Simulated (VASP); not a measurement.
A run of VASP 6.6.1 is set up as follows.

The input INCAR:

```
SYSTEM = CoSi2
PREC = Accurate
ENCUT = 520
EDIFF = 1E-7
ISMEAR = 0
SIGMA = 0.15
LREAL = .False.
LASPH = .True.
NELM = 150
ALGO = Normal
ISIF = 2
LWAVE = .False.
LCHARG = .False.
ISPIN = 2
MAGMOM = 1.65 0 0
LORBIT = 11
NUPDOWN = 1.65
LMAXMIX = 4
GGA = PE
NBANDS = 20
```

KPOINTS

```
regular mesh
0
Gamma
  14 14 14
  0 0 0
```

POSCAR

```
CoSi2
1.0
    0.0000000000      2.6066888915      2.6066888915
    2.6066888915      0.0000000000      2.6066888915
    2.6066888915      2.6066888915      0.0000000000
Co Si
1 2
Direct
    0.0000000000      0.0000000000      0.0000000000
    0.2500000000      0.2500000000      0.2500000000
    0.7500000000      0.7500000000      0.7500000000
```

Potentials or basis: VASP PAW PBE potentials, release 64 (Co, Si).

Command:

```sh
$ cat potpaw_PBE.64/Co/POTCAR potpaw_PBE.64/Si/POTCAR > POTCAR
$ mpirun -np 1 vasp_std > vasp.out
```

Question: Predict the pressure.

Answer: 29.6 GPa.

Caveat: the cell stands under pressure; the total moment is fixed, so each spin has its own Fermi level.
